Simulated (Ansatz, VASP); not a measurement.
**Hg in VASP and in Ansatz**

The input INCAR:

```
SYSTEM = Hg
PREC = Accurate
ENCUT = 600
EDIFF = 1E-7
ISMEAR = -1
SIGMA = 0.05
LREAL = .FALSE.
LASPH = .TRUE.
NELM = 100
ALGO = Normal
ISIF = 3
LWAVE = .FALSE.
LCHARG = .FALSE.
GGA = CA
IBRION = 2
NSW = 45
EDIFFG = -0.005
```

File KPOINTS:

```
regular mesh
0
G
  16 16 16
  0 0 0
```

Contents of POSCAR:

```
Hg
1.0
    0.0000000000      2.2217193044      2.2217193044
    2.2217193044      0.0000000000      2.2217193044
    2.2217193044      2.2217193044      0.0000000000
Hg
1
Direct
    0.0000000000      0.0000000000      0.0000000000
```

Input for Ansatz:

```yaml
crystal:
  lattice:
    - [0.0, 2.2217193044, 2.2217193044]
    - [2.2217193044, 0.0, 2.2217193044]
    - [2.2217193044, 2.2217193044, 0.0]
  atoms:
    - { symbol: Hg, position: [0.0, 0.0, 0.0] }
kpoints:
  mp_grid: { grid: [16, 16, 16] }
scf:
  occupations: { method: fermi_dirac, width: 0.05 }
hamiltonian:
  xc: lda
  pseudopotentials: { kind: all_electron, lapw: { basis_error: 0.0005 } }
output:
  forces: true
  stress: true
  eigenvalues: true
  populations: true
relax:
  f_tol: 0.005
  max_steps: 25
  cell: {}
```

Alike in both runs: task relaxation of cell and atoms; functional LDA; k mesh 16 × 16 × 16; occupations fermi-dirac, width 0.05 eV; no spin polarisation.

|  | VASP | Ansatz |
| --- | --- | --- |
| version | VASP 6.6.1 | Ansatz 0.2.0 |
| potentials or method | VASP PAW LDA potentials, release 64 (Hg), cutoff 600 eV | all-electron LAPW, scalar-relativistic |

```tsv
	VASP	Ansatz	Ansatz less VASP
relaxed volume (Å³/atom)	22.22	21.93	-0.284
relaxed cell length with the largest relative difference (Å)	3.155	3.142	-0.0135
```

LDA's correlation is that of Perdew and Zunger in VASP and of Perdew and Wang (1992) in Ansatz. Ansatz ran all-electron here, and VASP with PAW potentials.

Spin-orbit coupling is off throughout.
